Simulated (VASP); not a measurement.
# Re (P6_3/mmc) in VASP: a series of runs

The runs below take Re through single point, relaxation of cell and atoms, with PBEsol.

Program: VASP 6.6.1. These are calculated values, not measurements. Logs are shortened: lines on timing, memory, paths and dates and some standing lists are left out, and cuts for length are marked.

## 1. The cell of the first run

Symmetry: P6_3/mmc, No. 194, hexagonal system. Conventional cell: a = 2.859 Å, b = 2.859 Å, c = 9.211 Å, α = 90.00°, β = 90.00°, γ = 120.00°. Re (site symmetry -3m) has 12 Re at 2.83 to 2.86 Å within 3.7 Å. Re (site symmetry -6m2) has 12 Re at 2.83 to 2.86 Å within 3.7 Å.

## 2. Single point, PBEsol (16.30 Å³/atom)

INCAR reads:

```
SYSTEM = Re
PREC = Accurate ; ENCUT = 520
EDIFF = 1E-6 ; ISMEAR = -1
SIGMA = 0.1 ; LREAL = .False.
LASPH = .True. ; NELM = 100
ALGO = Normal ; ISIF = 2
LWAVE = .False. ; LCHARG = .False.
GGA = PS ; NBANDS = 22
```

KPOINTS reads:

```
regular mesh
0
Gamma
  15 15 4
  0 0 0
```

POSCAR reads:

```
Re
1.0
    2.8586698477      0.0000000000      0.0000000000
   -1.4293349238      2.4756807092      0.0000000000
    0.0000000000      0.0000000000      9.2110558324
Re
4
Direct
    0.0000000000      1.0000000000      0.0000000000
    0.0000000000      1.0000000000      0.5000000000
    0.3333333333      0.6666666667      0.2500000000
    0.6666666667      0.3333333333      0.7500000000
```

Potentials or basis: VASP PAW PBE potentials, release 64 (Re).

Run with:

```sh
$ cat potpaw_PBE.64/Re/POTCAR > POTCAR
$ mpirun -np 1 vasp_std > vasp.out
```

OUTCAR:

```text
SYSTEM = Re
   PREC = Accurate
   ENCUT = 520
   EDIFF = 1E-6
   ISMEAR = -1
   LREAL = .False.
   LASPH = .True.
   NELM = 100
   ISIF = 2
   GGA = PS

 ion  position               nearest neighbor table
   1  0.000  0.000  0.000-   3 2.83   4 2.83   4 2.83   3 2.83   4 2.83   3 2.83
   2  0.000  0.000  0.500-   3 2.83   4 2.83   4 2.83   3 2.83   4 2.83   3 2.83
   3  0.333  0.667  0.250-   1 2.83   2 2.83   1 2.83   2 2.83   1 2.83   2 2.83
   4  0.667  0.333  0.750-   1 2.83   2 2.83   1 2.83   2 2.83   1 2.83   2 2.83

  LATTYP: Found a hexagonal cell.
 ALAT       =     2.8586698477
 C/A-ratio  =     3.2221474753

  Lattice vectors:

 A1 = (   2.8586698477,   0.0000000000,   0.0000000000)
 A2 = (  -1.4293349238,   2.4756807092,   0.0000000000)
 A3 = (   0.0000000000,   0.0000000000,   9.2110558324)

Analysis of symmetry for initial positions (statically):
=====================================================================
 Subroutine PRICEL returns:
 Original cell was already a primitive cell.

 Routine SETGRP: Setting up the symmetry group for a
 hexagonal supercell.

 Subroutine GETGRP returns: Found 24 space group operations
 (whereof 12 operations were pure point group operations)
 out of a pool of 24 trial point group operations.

The static configuration has the point symmetry D_3d.
 The point group associated with its full space group is D_6h.

Analysis of symmetry for dynamics (positions and initial velocities):
=====================================================================
 Subroutine PRICEL returns:
 Original cell was already a primitive cell.

 Routine SETGRP: Setting up the symmetry group for a
 hexagonal supercell.

 Subroutine GETGRP returns: Found 24 space group operations
 (whereof 12 operations were pure point group operations)
 out of a pool of 24 trial point group operations.

The dynamic configuration has the point symmetry D_3d.
 The point group associated with its full space group is D_6h.

 Subroutine INISYM returns: Found 24 space group operations
 (whereof 12 operations are pure point group operations),
 and found     1 'primitive' translations

----------------------------------------------------------------------------------------

                                     Primitive cell

  volume of cell :      65.1881

  direct lattice vectors                    reciprocal lattice vectors
     2.858669848  0.000000000  0.000000000     0.349813044  0.201964655  0.000000000
    -1.429334924  2.475680709  0.000000000     0.000000000  0.403929310  0.000000000
     0.000000000  0.000000000  9.211055832     0.000000000  0.000000000  0.108565187

  length of vectors
     2.858669848  2.858669848  9.211055832     0.403929310  0.403929310  0.108565187

  position of ions in fractional coordinates (direct lattice)
     0.000000000  0.000000000  0.000000000
     0.000000000  0.000000000  0.500000000
     0.333333333  0.666666667  0.250000000
     0.666666667  0.333333333  0.750000000

  ion indices of the primitive-cell ions
   primitive index   ion index
                 1           1
                 2           2
                 3           3
                 4           4

----------------------------------------------------------------------------------------

 KPOINTS: regular mesh

Automatic generation of k-mesh.
 Grid dimensions read from file:
 generate k-points for:   15   15    4

 Generating k-lattice:

  Cartesian coordinates                     Fractional coordinates (reciprocal lattice)
     0.023320870  0.013464310  0.000000000     0.066666667 -0.000000000  0.000000000
     0.000000000  0.026928621  0.000000000     0.000000000  0.066666667  0.000000000
     0.000000000  0.000000000  0.027141297     0.000000000  0.000000000  0.250000000

  Length of vectors
     0.026928621  0.026928621  0.027141297

  Shift w.r.t. Gamma in fractional coordinates (k-lattice)
     0.000000000  0.000000000  0.000000000

 Subroutine IBZKPT returns following result:
 ===========================================

 Found     81 irreducible k-points:

 Following reciprocal coordinates:
            Coordinates               Weight
  0.000000  0.000000  0.000000      1.000000
  0.066667  0.000000  0.000000      6.000000
  0.133333  0.000000  0.000000      6.000000
  0.200000  0.000000  0.000000      6.000000
  0.266667  0.000000  0.000000      6.000000
  0.333333  0.000000  0.000000      6.000000
[... 16 lines left out ...]
  0.333333  0.200000  0.000000     12.000000
  0.400000  0.200000  0.000000      6.000000
 [... further k-points ...]
   k-points           NKPTS =     81   k-points in BZ     NKDIM =     81   number of bands    NBANDS=     22
   number of dos      NEDOS =    301   number of ions     NIONS =      4
   total plane-waves  NPLWV =  40320
   dimension x,y,z NGX =    24 NGY =   24 NGZ =   70
   dimension x,y,z NGXF=    48 NGYF=   48 NGZF=  140
   ions per type =               4
   NGX,Y,Z   is equivalent  to a cutoff of  13.96, 13.96, 12.63 a.u.
   NGXF,Y,Z  is equivalent  to a cutoff of  27.91, 27.91, 25.27 a.u.
 SYSTEM =  Re
   PREC   = accura    normal or accurate (medium, high low for compatibility)
   ISTART =      0    job   : 0-new  1-cont  2-samecut
   ICHARG =      2    charge: 1-file 2-atom 10-const
   ISPIN  =      1    spin polarized calculation?
   LNONCOLLINEAR =      F non collinear calculations
   LSORBIT =      F    spin-orbit coupling
   LASPH  =      T    aspherical Exc in radial PAW
   ENCUT  =  520.0 eV  38.22 Ry    6.18 a.u.   5.32  5.32 17.13*2*pi/ulx,y,z
   NELM   =    100;   NELMIN=  2; NELMDL= -5     # of ELM steps
   EDIFF  = 0.1E-05   stopping-criterion for ELM
   LREAL  =      F    real-space projection
   EDIFFG = 0.1E-04   stopping-criterion for IOM
   NSW    =      0    number of steps for IOM
   IBRION =     -1    ionic relax: 0-MD 1-quasi-New 2-CG
   NFREE  =      0    steps in history (QN), initial steepest desc. (CG)
   ISIF   =      2    stress and relaxation
   ISYM   =      2    0-nonsym 1-usesym 2-fastsym
   POTIM  = 0.5000    time-step for ionic-motion
   TEBEG  =    0.0;   TEEND  =   0.0 temperature during run
   PSTRESS=    0.0 pullay stress
   NELECT =      28.0000    total number of electrons
   NUPDOWN=      -1.0000    fix difference up-down
   EMIN   =  10.00;   EMAX   =-10.00  energy-range for DOS
   EFERMI =   0.00;   METHOD = LEGACY
   ISMEAR =    -1;   SIGMA  =   0.10  broadening in eV -4-tet -1-fermi 0-gaus
   EFERMI_NEDOS =   21; number of points for ismear=-14 and -15
   IALGO  =     38    algorithm
   IMIX   =      4    mixing-type and parameters
     AMIX     =   0.40;   BMIX     =  1.00
     AMIX_MAG =   1.60;   BMIX_MAG =  1.00
  volume/ion in A,a.u.               =      16.30       109.98
  Fermi-wavevector in a.u.,A,eV,Ry     =   1.235202  2.334194 20.758751  1.525725
  Thomas-Fermi vector in A             =   2.369862
   LORBIT       =      0    0 simple, 1 ext, 2 COOP (PROOUT), +10 PAW based schemes
   GGA     = PS    functional components
   LHFCALC =     F    Hartree Fock is set to
   AEXX    =    0.0000 exact exchange contribution
   IVDW    =     0    specifies the selected vdW correction
   LEPSILON=     F    determine dielectric tensor
   LRPA    =     F    only Hartree local field effects (RPA)
 non-spin polarized calculation
  energy-cutoff  :      520.00
  volume of cell :       65.19
 maximum number of plane-waves:      1786
 NGX is ok and might be reduce to    24
   NGX = 11   NGY = 11   NGZ = 35

 number of electron      28.0000001 magnetization

 Free energy of the ion-electron system (eV)
  ---------------------------------------------------
  ext. energy  EPLUGINS =         0.00000000
  ---------------------------------------------------
  free energy    TOTEN  =       -52.68081118 eV

  energy without entropy =      -52.57060679  energy(sigma->0) =      -52.62570899

 E-fermi :   6.6040     XC(G=0): -13.2666

 val. band max:        6.6026362192   @ k =   0.4667   0.0667   0.5000
 cond. band min:       6.6083371332   @ k =   0.2000   0.0667   0.2500
 fundamental gap:      0.0057009141
 Fermi energy:         6.6040194341

 k-point     1 :       0.0000    0.0000    0.0000
  band No.  band energies     occupation
      1      -2.6833      2.00000
      2      -0.5321      2.00000
      3      -0.4729      2.00000
      4       0.6043      2.00000
      5       4.3681      2.00000
      6       4.4505      2.00000
[... 14 lines left out ...]
     21       8.7466      0.00000
     22       8.7466      0.00000

 k-point     2 :       0.0667    0.0000    0.0000
  band No.  band energies     occupation
      1      -2.5211      2.00000
      2      -0.3811      2.00000
      3      -0.3229      2.00000
      4       0.7591      2.00000
      5       4.1674      2.00000
      6       4.3490      2.00000
[... 14 lines left out ...]
     21       8.7207      0.00000
     22       8.7774      0.00000

 k-point     3 :       0.1333    0.0000    0.0000
  band No.  band energies     occupation
      1      -2.0520      2.00000
      2       0.0347      2.00000
      3       0.0892      2.00000
      4       1.1869      2.00000
      5       3.7606      2.00000
      6       4.0889      2.00000
[... 14 lines left out ...]
     21       8.6650      0.00000
     22       8.8999      0.00000

 k-point     4 :       0.2000    0.0000    0.0000
  band No.  band energies     occupation
      1      -1.3327      2.00000
      2       0.5782      2.00000
      3       0.6251      2.00000
      4       1.7390      2.00000
      5       3.3826      2.00000
      6       3.7407      2.00000
[... 14 lines left out ...]
     21       9.0259      0.00000
     22       9.1350      0.00000

 k-point     5 :       0.2667    0.0000    0.0000
  band No.  band energies     occupation
      1      -0.4793      2.00000
      2       0.9724      2.00000
      3       1.0277      2.00000
      4       2.0482      2.00000
      5       3.1726      2.00000
      6       3.3388      2.00000
[... 14 lines left out ...]
     21       9.4484      0.00000
     22       9.4948      0.00000

 k-point     6 :       0.3333    0.0000    0.0000
  band No.  band energies     occupation
      1       0.2732      2.00000
      2       1.0154      2.00000
      3       1.2014      2.00000
      4       1.9450      2.00000
      5       2.9388      2.00000
      6       2.9420      2.00000
[... 14 lines left out ...]
     21       9.8227      0.00000
     22       9.8839      0.00000

 k-point     7 :       0.4000    0.0000    0.0000
  band No.  band energies     occupation
      1       0.5923      2.00000
      2       0.8705      2.00000
      3       1.3204      2.00000
      4       1.8456      2.00000
      5       2.6359      2.00000
      6       2.7813      2.00000
[... 324 lines left out ...]
      6       2.9182      2.00000
[... 14 lines left out ...]
     21      11.2601      0.00000
     22      12.1721      0.00000

 k-point    21 :       0.2000    0.2000    0.0000
  band No.  band energies     occupation
      1       0.8105      2.00000
      2       1.5874      2.00000
      3       1.5904      2.00000
      4       2.7307      2.00000
      5       2.8641      2.00000
      6       2.9736      2.00000
[... 14 lines left out ...]
     21      10.0411      0.00000
     22      10.1419      0.00000

 k-point    22 :       0.2667    0.2000    0.0000
  band No.  band energies     occupation
      1       1.4691      2.00000
      2       1.6592      2.00000
      3       1.8922      2.00000
      4       2.5682      2.00000
      5       2.6093      2.00000
      6       3.1436      2.00000
[... 14 lines left out ...]
     21      10.9918      0.00000
     22      11.2038      0.00000

 k-point    23 :       0.3333    0.2000    0.0000
  band No.  band energies     occupation
      1       1.5376      2.00000
      2       1.5647      2.00000
      3       2.3911      2.00000
      4       2.5740      2.00000
      5       2.7179      2.00000
      6       3.0945      2.00000
[... 14 lines left out ...]
     21      11.7219      0.00000
     22      12.4686      0.00000

 k-point    24 :       0.4000    0.2000    0.0000
  band No.  band energies     occupation
      1       1.5099      2.00000
      2       1.5350      2.00000
      3       2.3186      2.00000
      4       2.9224      2.00000
      5       2.9469      2.00000
      6       3.0443      2.00000
[... 14 lines left out ...]
     21      12.1921      0.00000
     22      12.5852      0.00000

 [... further k-points ...]

------------------------ aborting loop because EDIFF is reached ----------------------------------------

  FORCE on cell =-STRESS in cart. coord.  units (eV):
  Direction    XX          YY          ZZ          XY          YZ          ZX
  --------------------------------------------------------------------------------------
  -------------------------------------------------------------------------------------
  Total      -14.1735790    -14.1735790    -14.2801191     -0.0000000      0.0000000      0.0000000
  in kB     -348.3550109   -348.3550109   -350.9735297     -0.0000000      0.0000000      0.0000000
  external PRESSURE =    -349.2278505 kB  Pullay stress =       0.0000000 kB

 VOLUME and BASIS-vectors are now :
 -----------------------------------------------------------------------------
  energy-cutoff  :      520.00
  volume of cell :       65.19
      direct lattice vectors                 reciprocal lattice vectors
     2.858669848  0.000000000  0.000000000     0.349813044  0.201964655  0.000000000
    -1.429334924  2.475680709  0.000000000     0.000000000  0.403929310  0.000000000
     0.000000000  0.000000000  9.211055832     0.000000000  0.000000000  0.108565187

 POSITION                                       TOTAL-FORCE (eV/Angst)
 -----------------------------------------------------------------------------------
      0.00000      0.00000      0.00000        -0.000000      0.000000      0.000000
      0.00000      0.00000      4.60553        -0.000000      0.000000      0.000000
     -0.00000      1.65045      2.30276         0.000000      0.000000      0.000000
      1.42933      0.82523      6.90829        -0.000000     -0.000000     -0.000000
 -----------------------------------------------------------------------------------
    total drift:                               -0.000000      0.000000      0.000000

  FREE ENERGIE OF THE ION-ELECTRON SYSTEM (eV)
  ---------------------------------------------------
  free  energy   TOTEN  =       -52.6808111770 eV

  energy  without entropy=      -52.5706067941  energy(sigma->0) =      -52.62570899
```

Wall time 2.1 min (1 thread of Intel Xeon Platinum 8259CL at 2.50GHz (Skylake/Cascade Lake), shared host); peak memory 0.24 GiB.

What came out:

- Free energy: -52.6808 eV
- Pressure: -34.9 GPa
- Band gap on the k mesh: zero (bands 14 and 15 overlap by 2.20 eV)

Stress tensor (GPa, compression positive):
```
-34.84   0.00   0.00
  0.00 -34.84   0.00
  0.00   0.00 -35.10
```

Caveat: the cell stands under tension; the PAW data sets were made with another functional, which shifts forces and pressure a little; spin-orbit coupling is left out, which moves the levels of the heavy elements.

(Part 1 of 2 ends here.)
